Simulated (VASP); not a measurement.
**InO5: single point with PBE**

Crystal: InO5.

```
In O
1.0
     0.00000    3.07881    3.07881
     3.07881    0.00000    3.07881
     3.07881    3.07881    0.00000
In O
1 5
Direct
  0.50000 0.50000 0.50000
  0.75000 0.75000 0.75000
  0.12469 0.62593 0.12469
  0.12469 0.12469 0.12469
  0.62593 0.12469 0.12469
  0.12469 0.12469 0.62593
```

```json
{
 "Program": "VASP 6.6.1",
 "Task": "single point",
 "Functional": "PBE",
 "Potentials or basis": "VASP PAW PBE potentials, release 64 (In_d, O)",
 "Cutoff": "520 eV",
 "k mesh": "6 × 6 × 6",
 "Occupations": "gaussian, width 0.1 eV",
 "Spin": "collinear spin, ferromagnetic start",
 "Starting moments": "[0.0, 1.01, 1.01, 1.01, 1.01, 1.01] μB",
 "Dipole correction": "no",
 "Further INCAR settings": "ALGO = Normal; EDIFF = 1e-06; NBANDS = 34"
}
```

* Pressure: -0.4 GPa
* Largest force: 0.072 eV/Å
* Net moment: 2.93 μB per cell
* Site moments: In -0.09; O +1.05, +0.40 μB
* Valence electrons inside the program's atomic spheres: In 10.89; O 4.71, 4.70

Forces on the atoms (eV/Å):
```
In   0.000  0.000  0.000
O    0.000  0.000  0.000
O    0.041 -0.041  0.041
O   -0.041 -0.041 -0.041
O   -0.041  0.041  0.041
O    0.041  0.041 -0.041
```

Levels at points of the mesh, in eV from the Fermi level:
Spin up:
```csv
k point,band 19,band 20,band 21,band 22,band 23,band 24,band 25,band 26,band 27,band 28
"(0.00, 0.00, 0.00)",-2.52,-0.21,-0.21,-0.21,-0.15,1.02,1.02,1.02,8.38,8.38
"(0.50, 0.00, 0.00)",-2.34,-2.01,-1.29,-1.29,-0.18,0.92,0.92,2.14,8.00,9.33
"(0.50, 0.50, 0.00)",-2.15,-2.10,-1.65,-1.33,-1.33,0.70,0.70,2.76,8.37,9.22
```
Spin down:
| k point | band 16 | band 17 | band 18 | band 19 | band 20 | band 21 | band 22 | band 23 | band 24 | band 25 |
| --- | --- | --- | --- | --- | --- | --- | --- | --- | --- | --- |
| (0.00, 0.00, 0.00) | -2.88 | -0.84 | -0.84 | -0.84 | -0.14 | 0.89 | 0.89 | 0.89 | 1.45 | 1.45 |
| (0.50, 0.00, 0.00) | -2.23 | -1.74 | -1.50 | -1.50 | -0.89 | 0.35 | 0.35 | 0.92 | 1.47 | 1.47 |
| (0.50, 0.50, 0.00) | -2.13 | -1.45 | -1.45 | -1.32 | -1.15 | 0.01 | 0.38 | 0.38 | 1.31 | 1.31 |

Run time: 34 s on 1 thread of Intel(R) Xeon(R) 6975P-C (Granite Rapids), on a shared host, peak memory 0.22 GiB.

Caveat: spin-orbit coupling is left out, which moves the levels of the heavy elements.
